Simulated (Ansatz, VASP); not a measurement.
**Two plane-wave programs on YTi2Pb4**

```
Y Pb Ti
1.0
    -3.79297    3.79297    3.09902
     3.79297   -3.79297    3.09902
     3.79297    3.79297   -3.09902
Y Pb Ti
1 4 2
Direct
  0.00000 0.00000 0.00000
  0.30300 0.30300 0.60600
  0.30300 0.69700 0.00000
  0.69700 0.69700 0.39400
  0.69700 0.30300 0.00000
  0.75000 0.25000 0.50000
  0.25000 0.75000 0.50000
```

Alike in both runs: task single point; functional PBE; k mesh 4 × 4 × 4; no spin polarisation.

|  | VASP | Ansatz |
| --- | --- | --- |
| version | VASP 6.6.1 | Ansatz 0.2.0 |
| potentials or method | VASP PAW PBE potentials, release 64 (Y_sv, Pb_d, Ti_sv), cutoff 500 eV | PAW plane waves |
| occupations | tetrahedron | tetrahedron-uncorrected |
| valence electrons in the cell | 91 | 91 |

Ansatz gave:

```
gap on the k mesh at the Fermi level (eV)                     : none
pressure (GPa)                                                : -0.7
traceless stress, the component that is largest in VASP (GPa) : -2.44
rms of the force components (eV/Å)                            : 0.502
```

Q: What did VASP give for the same quantities?

A: gap on the k mesh at the Fermi level (eV): none; pressure (GPa): -0.7; traceless stress, the component that is largest in VASP (GPa): -2.43; rms of the force components (eV/Å): 0.500.

Atom by atom the forces differ by 0.002 eV/Å (rms over components). A gap of «none» marks a metal or a gap that the smearing closes. Ansatz's warnings: band table not solved further.

Neither program's run includes spin-orbit coupling.
